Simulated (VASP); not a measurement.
The system is NiMoIrPdW.

```
CELL_PARAMETERS angstrom
4.14670 0.00000 0.00000
-2.07335 3.59115 0.00000
0.00000 0.00000 5.41629
ATOMIC_POSITIONS crystal
Ni 0.00000 0.00000 0.02221
Mo 0.66667 0.33333 0.45996
Pd 0.33333 0.66667 0.74601
Ir 0.33333 0.66667 0.25641
W 0.66667 0.33333 0.99985
```

Base run:

* Program: VASP 6.6.1
* Functional: RPBE
* Potentials or basis: VASP PAW PBE potentials, release 64 (Ni, Mo_sv, Pd, Ir, W_sv)
* Cutoff: 520 eV
* k mesh: 7 × 7 × 5
* Occupations: fermi-dirac, width 0.05 eV
* Spin: collinear spin, ferromagnetic start
* Starting moments: [1.0, 1.0, 0.0, 0.6, 0.0] μB

Its results: pressure 3.9 GPa; net moment 0.00 μB per cell; largest force 0.222 eV/Å.

Problem. The run is repeated on the same cell with these changes: functional from RPBE to revPBE. What comes out?

Solution. Pressure 2.9 GPa; net moment 0.00 μB per cell; largest force 0.213 eV/Å.

Caveats: the PAW data sets were made with another functional, which shifts forces and pressure a little; the cell stands under pressure (at least some runs).
